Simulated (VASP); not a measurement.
# Na (P1) in VASP: further runs, part 2 of 2

VASP 6.6.1. The steps go on from the part before.

### Step 3. Single point, PBE+D3(BJ)

INCAR

```
ALGO     = Normal         # electronic algorithm
EDIFF    = 1E-7           # SCF threshold, eV
ENCUT    = 520            # plane-wave cutoff, eV
GGA      = PE             # functional
ISIF     = 2              # what is computed and relaxed
ISMEAR   = -1             # smearing method
IVDW     = 12             # dispersion correction
LASPH    = T              # aspherical terms in the spheres
LCHARG   = F              # write CHGCAR
LREAL    = Auto         
LWAVE    = F              # write WAVECAR
NBANDS   = 70             # bands
NELM     = 100            # most SCF steps
PREC     = Accurate       # precision mode
SIGMA    = 0.11           # smearing width, eV
```

KPOINTS

```
k-points
0
Gamma
  2 2 2
```

POSCAR

```
Na
1.0
    8.5987130000      0.0000000000      0.0000000000
    0.0000000000      8.5987130000      0.0000000000
    0.0000000000      0.0000000000      8.5987130000
Na
16
Direct
    0.0530079327      0.0003721487     -0.0044076364
    0.5464538705     -0.0518449680     -0.0211892175
   -0.0249921122      0.4369374812     -0.0411340627
    0.0423202868      0.0143858738      0.5259508022
    0.2290691642      0.2801582051      0.2085428366
    0.5820987397      0.5436162365     -0.0717316650
    0.4480205352     -0.0360751661      0.4913758606
    0.6981393611      0.2208702628      0.2914971113
    0.0496120757      0.4558938064      0.5382782284
    0.2611321020      0.7075477458      0.2754947165
    0.2530843860      0.2754133089      0.7892343889
    0.4489160180      0.4848167394      0.5356848170
    0.7507169968      0.7169561305      0.2152996617
    0.7172119828      0.2112060258      0.7501122552
    0.1928893312      0.7696384331      0.7550664849
    0.8233557743      0.7810703765      0.7631142009
```

Potentials or basis: VASP PAW PBE potentials, release 64 (Na_pv).

On the command line:

```bash
$ cat potpaw_PBE.64/Na_pv/POTCAR > POTCAR
$ mpirun -np 1 vasp_std > vasp.out
```

OUTCAR:

```text
EDIFF = 1E-7
   ENCUT = 520
   GGA = PE
   ISIF = 2
   ISMEAR = -1
   IVDW = 12
   LASPH = T
   LREAL = Auto
   NELM = 100
   PREC = Accurate
 IVDW          = 12

 ion  position               nearest neighbor table
   1  0.053  0.000  0.996-
   2  0.546  0.948  0.979-
   3  0.975  0.437  0.959-
   4  0.042  0.014  0.526-
   5  0.229  0.280  0.209-
   6  0.582  0.544  0.928-
[... 8 lines left out ...]
  15  0.193  0.770  0.755-
  16  0.823  0.781  0.763-

  LATTYP: Found a simple cubic cell.
 ALAT       =     8.5987130000

  Lattice vectors:

 A1 = (   8.5987130000,   0.0000000000,   0.0000000000)
 A2 = (   0.0000000000,   8.5987130000,   0.0000000000)
 A3 = (   0.0000000000,   0.0000000000,   8.5987130000)

Analysis of symmetry for initial positions (statically):
=====================================================================
 Subroutine PRICEL returns:
 Original cell was already a primitive cell.

 Routine SETGRP: Setting up the symmetry group for a
 simple cubic supercell.

 Subroutine GETGRP returns: Found  1 space group operations
 (whereof  1 operations were pure point group operations)
 out of a pool of 48 trial point group operations.

The static configuration has the point symmetry C_1 .

Analysis of symmetry for dynamics (positions and initial velocities):
=====================================================================
 Subroutine PRICEL returns:
 Original cell was already a primitive cell.

 Routine SETGRP: Setting up the symmetry group for a
 simple cubic supercell.

[... 131 lines left out ...]
   EFERMI_NEDOS =   21; number of points for ismear=-14 and -15
   IALGO  =     38    algorithm
   IMIX   =      4    mixing-type and parameters
     AMIX     =   0.40;   BMIX     =  1.00
     AMIX_MAG =   1.60;   BMIX_MAG =  1.00
  volume/ion in A,a.u.               =      39.74       268.15
  Fermi-wavevector in a.u.,A,eV,Ry     =   0.917728  1.734255 11.459166  0.842225
  Thomas-Fermi vector in A             =   2.042730
   LORBIT       =      0    0 simple, 1 ext, 2 COOP (PROOUT), +10 PAW based schemes
   GGA     = PE    functional components
   LHFCALC =     F    Hartree Fock is set to
   AEXX    =    0.0000 exact exchange contribution
   IVDW    =    12    specifies the selected vdW correction
   LEPSILON=     F    determine dielectric tensor
   LRPA    =     F    only Hartree local field effects (RPA)
 non-spin polarized calculation
  energy-cutoff  :      520.00
  volume of cell :      635.77
 maximum number of plane-waves:     17256
 NGX is ok and might be reduce to    64
   NGX = 31   NGY = 31   NGZ = 31

 number of electron     112.0000040 magnetization

 Free energy of the ion-electron system (eV)
  ---------------------------------------------------
  ext. energy  EPLUGINS =         0.00000000
  ---------------------------------------------------
  free energy    TOTEN  =       -19.73591909 eV

  energy without entropy =      -19.27827494  energy(sigma->0) =      -19.50709701

 E-fermi :  -0.0168     XC(G=0):  -6.2891

 val. band max:       -0.0434370747   @ k =   0.5000   0.0000   0.5000
 cond. band min:      -0.0126429347   @ k =   0.5000   0.5000   0.0000
 fundamental gap:      0.0307941400
 Fermi energy:        -0.0167607033

 k-point     1 :       0.0000    0.0000    0.0000
  band No.  band energies     occupation
      1     -25.0834      2.00000
      2     -25.0804      2.00000
      3     -25.0762      2.00000
      4     -25.0749      2.00000
      5     -25.0737      2.00000
      6     -25.0644      2.00000
[... 557 lines left out ...]
     67       2.4053      0.00000
     68       2.4576      0.00000
 [bands above 68 left out]

------------------------ aborting loop because EDIFF is reached ----------------------------------------

 Edisp (eV)   -2.28738

 E8    (eV) :    -1.1170

  FORCE on cell =-STRESS in cart. coord.  units (eV):
  Direction    XX          YY          ZZ          XY          YZ          ZX
  --------------------------------------------------------------------------------------
  -------------------------------------------------------------------------------------
  Total      -1.21844    -1.34479    -1.56705     0.01553    -0.00220     0.01239
  in kB      -3.07053    -3.38894    -3.94907     0.03914    -0.00554     0.03123
  external pressure =       -3.47 kB  Pullay stress =        0.00 kB

 VOLUME and BASIS-vectors are now :
 -----------------------------------------------------------------------------
  energy-cutoff  :      520.00
  volume of cell :      635.77
      direct lattice vectors                 reciprocal lattice vectors
     8.598713000  0.000000000  0.000000000     0.116296474  0.000000000  0.000000000
     0.000000000  8.598713000  0.000000000     0.000000000  0.116296474  0.000000000
     0.000000000  0.000000000  8.598713000     0.000000000  0.000000000  0.116296474

 POSITION                                       TOTAL-FORCE (eV/Angst)
 -----------------------------------------------------------------------------------
      0.45580      0.00320      8.56081        -0.211684      0.075793      0.247698
      4.69880      8.15291      8.41651        -0.337653      0.176773      0.063100
      8.38381      3.75710      8.24501        -0.114305      0.208014      0.154222
      0.36390      0.12370      4.52250        -0.145671      0.191707     -0.242796
      1.96970      2.40900      1.79320         0.227718     -0.068076      0.161718
      5.00530      4.67440      7.98191        -0.407274     -0.220448      0.042408
[... 8 lines left out ...]
      1.65860      6.61790      6.49260         0.502256     -0.355915      0.086456
      7.07980      6.71620      6.56180        -0.202790     -0.078351     -0.245395
 -----------------------------------------------------------------------------------
    total drift:                                0.001269      0.000326     -0.002172

  FREE ENERGIE OF THE ION-ELECTRON SYSTEM (eV)
  ---------------------------------------------------
  free  energy   TOTEN  =       -22.0233006191 eV

  energy  without entropy=      -21.5656564611  energy(sigma->0) =      -21.79447854
```

Wall time 7.2 min (1 thread of AMD EPYC 7R43 (Zen 3), shared host); peak memory 0.59 GiB.

What came out:

| Property | Result |
| --- | --- |
| Free energy | -22.0233 eV |
| Pressure | -0.3 GPa |
| Largest force | 0.622 eV/Å |
| Band gap on the k mesh | zero (band 56 reaches 0.76 eV, above the bottom of band 57 at -0.33 eV) |
| Dispersion energy per atom | -0.143 eV |

Forces in eV/Å, atoms in the order of the input:
```
Na  -0.212  0.076  0.248
Na  -0.338  0.177  0.063
Na  -0.114  0.208  0.154
Na  -0.146  0.192 -0.243
Na   0.228 -0.068  0.162
Na  -0.407 -0.220  0.042
Na   0.162  0.099  0.149
Na   0.143  0.077 -0.132
Na  -0.379  0.075 -0.154
Na  -0.140  0.028 -0.304
Na   0.326 -0.282  0.019
Na   0.270  0.055 -0.049
Na   0.214  0.031  0.336
Na   0.092 -0.012 -0.131
Na   0.502 -0.356  0.086
Na  -0.203 -0.078 -0.245
```

Caveat: the k points lie up to 0.37 Å⁻¹ apart; pairwise dispersion overbinds metals, which lowers pressure and volume.
